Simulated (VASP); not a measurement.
Set up this calculation in VASP 6.6.1, as the native input.

```yaml
Task: relaxation of the atoms
Functional: PBE
Potentials_or_basis: VASP PAW PBE potentials, release 64 (Hf_pv, C)
Cutoff: 520 eV
k_mesh: 12 × 12 × 12
Occupations: fermi-dirac, width 0.05 eV
Spin: no spin polarisation
Dipole_correction: no
Further_INCAR_settings: ALGO = Normal; EDIFF = 1e-06; IBRION = 2; EDIFFG = -0.02; NSW = 80
```

The structure of HfC lies in POSCAR:

```
HfC
1.0
    0.0000000000      2.3250000000      2.3250000000
    2.3250000000      0.0000000000      2.3250000000
    2.3250000000      2.3250000000      0.0000000000
Hf C
1 1
Direct
    0.5000000000      0.5000000000      0.5000000000
    0.0000000000      0.0000000000      0.0000000000
```

The input as run:

INCAR

```
SYSTEM = HfC
PREC     = Accurate       ! precision mode
ENCUT    = 520            ! plane-wave cutoff, eV
EDIFF    = 1E-6           ! SCF threshold, eV
ISMEAR   = -1             ! smearing method
SIGMA    = 0.05           ! smearing width, eV
LREAL    = .FALSE.        ! projectors in reciprocal space
LASPH    = .TRUE.         ! aspherical terms in the spheres
NELM     = 100            ! most SCF steps
ALGO     = Normal         ! electronic algorithm
ISIF     = 2              ! what is computed and relaxed
LWAVE    = .FALSE.        ! write WAVECAR
LCHARG   = .FALSE.        ! write CHGCAR
GGA      = PE             ! functional
IBRION   = 2              ! ionic algorithm
NSW      = 80             ! ionic steps
EDIFFG   = -0.02          ! ionic threshold
```

KPOINTS

```
Automatic mesh
0
G
  12 12 12
  0 0 0
```

Potentials or basis: VASP PAW PBE potentials, release 64 (Hf_pv, C).

The run is started by

```sh
$ cat potpaw_PBE.64/Hf_pv/POTCAR potpaw_PBE.64/C/POTCAR > POTCAR
$ mpirun -np 1 vasp_std > vasp.out
```

Results of the run:

```yaml
Pressure_after_relaxing: -0.4 GPa
Band_gap_on_the_k_mesh: zero (band 7 reaches 6.95 eV, above the bottom of band 8 at 5.53 eV)
```

Caveat: the relaxation stopped at its first step, so nothing moved; spin-orbit coupling is left out, which moves the levels of the heavy elements.

It took 16 s on 1 thread of Intel(R) Xeon(R) Platinum 8375C CPU @ 2.90GHz (Ice Lake), with other jobs on the host, peak memory 0.15 GiB.
